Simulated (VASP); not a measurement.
Wanted: the native input for a VASP 6.6.1 run.

```yaml
Task: single point
Functional: PBE
Potentials_or_basis: VASP PAW PBE potentials, release 64 (Mg, O)
Cutoff: 520 eV
k_mesh: 10 × 10 × 10
Occupations: fermi-dirac, width 0.02 eV
Spin: no spin polarisation
Dipole_correction: no
Further_INCAR_settings: ALGO = Normal; EDIFF = 1e-06; NBANDS = 11
```

The structure of MgO lies in POSCAR:

```
MgO
1.0
    2.6118063923      0.0000000000      0.0000000000
    0.0000000000      2.6233491285      0.0000000000
    0.0000000000      0.0000000000      2.6233491285
Mg O
1 1
Direct
    0.0000000000      0.0000000000      0.0000000000
    0.5000000000      0.5000000000      0.5000000000
```

This cell differs from its parent crystal: uniaxial x strain -0.4%.

One way to write it, as run:

INCAR

```
  PREC = Accurate
  ENCUT = 520
  EDIFF = 1E-6
  ISMEAR = -1
  SIGMA = 0.02
  LREAL = F
  LASPH = T
  NELM = 60
  ALGO = Normal
  ISIF = 2
  LWAVE = F
  LCHARG = F
  GGA = PE
  NBANDS = 11
```

KPOINTS

```
regular mesh
0
Gamma
  10 10 10
```

Potentials or basis: VASP PAW PBE potentials, release 64 (Mg, O).

The run is started by

```sh
$ cat potpaw_PBE.64/Mg/POTCAR potpaw_PBE.64/O/POTCAR > POTCAR
$ mpirun -np 1 vasp_std > vasp.out
```

Results of the run:

The pressure is 6.2 GPa. The band gap on the k mesh is 2.63 eV, indirect (least direct gap 3.64 eV).

Caveat: the cell differs from its parent crystal (uniaxial x strain -0.4%).

It took 17 s on 1 thread of AMD EPYC 7R43 64-Core Processor (Zen 3), on a shared host, peak memory 0.1 GiB.
